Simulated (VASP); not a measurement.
Write the native input for VASP 6.6.1 that does the following.

```
Task                   : single point
Functional             : PBE
Potentials or basis    : VASP PAW PBE potentials, release 64 (S)
Cutoff                 : 520 eV
k mesh                 : 13 × 13 × 13
Occupations            : fermi-dirac, width 0.08 eV
Spin                   : no spin polarisation
Dipole correction      : no
Further INCAR settings : ALGO = Normal; EDIFF = 1e-06; NBANDS = 13
```

The structure of S lies in POSCAR:

```
S
1.0
    0.0000000000      2.1328333151      2.1328333151
    2.1328333151      0.0000000000      2.1328333151
    2.1328333151      2.1328333151      0.0000000000
S
2
Direct
   -0.1250000000     -0.1250000000     -0.1250000000
    0.1250000000      0.1250000000      0.1250000000
```

This cell differs from its parent crystal: volume scaled by 0.4.

One way to write it, as run:

INCAR

```
PREC     = Accurate       # precision mode
ENCUT    = 520            # plane-wave cutoff, eV
EDIFF    = 1E-6           # SCF threshold, eV
ISMEAR   = -1             # smearing method
SIGMA    = 0.08           # smearing width, eV
LREAL    = F              # projectors in reciprocal space
LASPH    = T              # aspherical terms in the spheres
NELM     = 60             # most SCF steps
ALGO     = Normal         # electronic algorithm
ISIF     = 2              # what is computed and relaxed
LWAVE    = F              # write WAVECAR
LCHARG   = F              # write CHGCAR
GGA      = PE             # functional
NBANDS   = 13             # bands
```

KPOINTS

```
Automatic mesh
0
Gamma
  13 13 13
```

Potentials or basis: VASP PAW PBE potentials, release 64 (S).

The run is started by

```console
$ cat potpaw_PBE.64/S/POTCAR > POTCAR
$ mpirun -np 1 vasp_std > vasp.out
```

Results of the run:

```
Pressure               : 154.5 GPa
Band gap on the k mesh : zero (band 6 reaches 18.88 eV, above the bottom of band 7 at 13.67 eV)
```

Run time: 10 s on 1 thread of Intel(R) Xeon(R) Platinum 8259CL CPU @ 2.50GHz (Skylake/Cascade Lake) (shared host), peak memory 0.14 GiB.
